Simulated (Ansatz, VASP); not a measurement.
## Cr: VASP beside Ansatz

```
CELL_PARAMETERS angstrom
0.00000 1.81674 1.81674
1.81674 0.00000 1.81674
1.81674 1.81674 0.00000
ATOMIC_POSITIONS crystal
Cr 0.00000 0.00000 0.00000
```

Alike in both runs: task relaxation of cell and atoms; functional LDA; k mesh 15 × 15 × 15; occupations fermi-dirac, width 0.1 eV; no spin polarisation.

|  | VASP | Ansatz |
| --- | --- | --- |
| version | VASP 6.6.1 | Ansatz 0.2.0 |
| potentials or method | VASP PAW LDA potentials, release 64 (Cr_pv), cutoff 500 eV | plane waves (420 eV) with PAW, scalar-relativistic |
| valence electrons in the cell | 12 | 14 |

```tsv
	VASP	Ansatz	Ansatz less VASP
relaxed volume (Å³/atom)	11.15	11.14	-0.005
relaxed cell length with the largest relative difference (Å)	2.507	2.507	-0.0004
```

Ansatz warns that its potentials were made for another functional, while VASP's fit it. LDA's correlation is that of Perdew and Zunger in VASP and of Perdew and Wang (1992) in Ansatz. VASP's potentials hold 12 valence electrons a cell and Ansatz's 14, so a difference there can come from the potentials and not from the codes.
